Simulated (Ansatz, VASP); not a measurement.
One calculation of AlN, two programs

The input POSCAR:

```
AlN
1.0
    0.0582633710      2.2431397838      2.2431397838
    2.2431397838      0.0582633710      2.2431397838
    2.2431397838      2.2431397838      0.0582633710
Al N
1 1
Direct
    0.0012904072      0.0012904072      0.0012904072
    0.2487095928      0.2487095928      0.2487095928
```

INCAR.step1

```
ALGO = Normal
EDIFF = 1E-5
ENCUT = 520
GGA = PE
ISIF = 2
ISMEAR = 0
LASPH = T
LREAL = F
LWAVE = T
NBANDS = 11
NELM = 80
PREC = Accurate
SIGMA = 0.01
```

Contents of INCAR.step2:

```
ALGO = Normal
EDIFF = 1E-6
ENCUT = 520
GGA = PE
HFSCREEN = 0.2079
ISIF = 2
ISMEAR = 0
ISTART = 1
LASPH = T
LCHARG = T
LELF = T
LHFCALC = T
LREAL = F
LVHAR = T
LWAVE = F
NBANDS = 11
NELM = 80
PREC = Accurate
PRECFOCK = Normal
SIGMA = 0.01
```

KPOINTS

```
k-points
0
Gamma
  8 8 8
```

Input for Ansatz:

```yaml
crystal:
  lattice:
    - [0.058263371, 2.2431397838, 2.2431397838]
    - [2.2431397838, 0.058263371, 2.2431397838]
    - [2.2431397838, 2.2431397838, 0.058263371]
  atoms:
    - { symbol: Al, position: [0.0012904072, 0.0012904072, 0.0012904072] }
    - { symbol: "N", position: [0.2487095928, 0.2487095928, 0.2487095928] }
kpoints:
  mp_grid: { grid: [8, 8, 8] }
  band_path:
    path:
      - [0.0, 0.0, 0.0]
      - [-0.5, -0.5, 0.0]
      - [-0.375, -0.375, 0.25]
      - [-0.375, 0.0, 0.375]
      - [0.0, 0.0, 0.5]
      - [-0.5, -0.25, 0.25]
    npoints: 1
hamiltonian:
  xc: hse06
scf:
  occupations: { method: fixed }
  n_extra_bands: 4
output:
  forces: true
  stress: true
  eigenvalues: true
  write_density: true
  write_potential: true
  elf: true
  volumetric_format: npy
```

Change from the starting cell: shear_111 strain +4.0%.

Alike in both runs: task single point; functional HSE06; k mesh 8 × 8 × 8; no spin polarisation.

```csv
,VASP,Ansatz
version,VASP 6.6.1,Ansatz 0.2.0
potentials or method,"VASP PAW PBE potentials, release 64 (Al, N)","plane waves, PAW"
plane-wave cutoff (eV),520,420
occupations,"gaussian, width 0.01 eV",fixed
valence electrons in the cell,8,8
```

VASP gave:

```
gap on the k mesh at the Fermi level (eV)                     : 4.39
pressure (GPa)                                                : -8.3
traceless stress, the component that is largest in VASP (GPa) : -4.97
```

Estimate Ansatz's values.

gap on the k mesh at the Fermi level (eV): 4.39; pressure (GPa): -8.2; traceless stress, the component that is largest in VASP (GPa): -4.94.

Ansatz's warnings: stress exchange threshold loose, stress scf threshold loose.
